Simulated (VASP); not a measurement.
Here is a VASP 6.6.1 calculation.

File INCAR:

```
SYSTEM = Re
  PREC = Accurate
  ENCUT = 520
  EDIFF = 1E-6
  ISMEAR = 1
  SIGMA = 0.3
  LREAL = .False.
  LASPH = .True.
  NELM = 80
  ALGO = Normal
  ISIF = 2
  LWAVE = .False.
  LCHARG = .False.
  GGA = PS
  IVDW = 13
  NBANDS = 22
```

File KPOINTS:

```
regular mesh
0
Gamma
  7 7 2
  0 0 0
```

Contents of POSCAR:

```
Re
1.0
    2.7663873900      0.0000000000      0.0000000000
   -1.3831937000      2.3957617600      0.0000000000
    0.0000000000      0.0000000000      8.9388451600
Re
4
Direct
    0.0000000000      0.0000000000      0.0000000000
    0.3333333316      0.6666666681      0.2500000000
   -0.0041740378     -0.0083480755      0.5000000000
    0.6666666720      0.3333333319      0.7500000000
```

Potentials or basis: VASP PAW PBE potentials, release 64 (Re).

The run is started by

```console
$ cat potpaw_PBE.64/Re/POTCAR > POTCAR
$ mpirun -np 1 vasp_std > vasp.out
```

(1) Estimate the pressure.

(2) Estimate the band gap on the k mesh.

(3) Predict the dispersion energy per atom.

(4) Predict the largest force.

## Answers

(1) -11.1 GPa.

(2) zero (bands 14 and 15 overlap by 1.71 eV).

(3) -0.409 eV.

(4) 0.071 eV/Å.

Caveat: the k points lie up to 0.37 Å⁻¹ apart, too coarse for converged energies and pressures of a metal; so wide a smearing shifts energies and pressures; the PAW data sets were made with another functional, which shifts forces and pressure a little; spin-orbit coupling is left out, which moves the levels of the heavy elements.
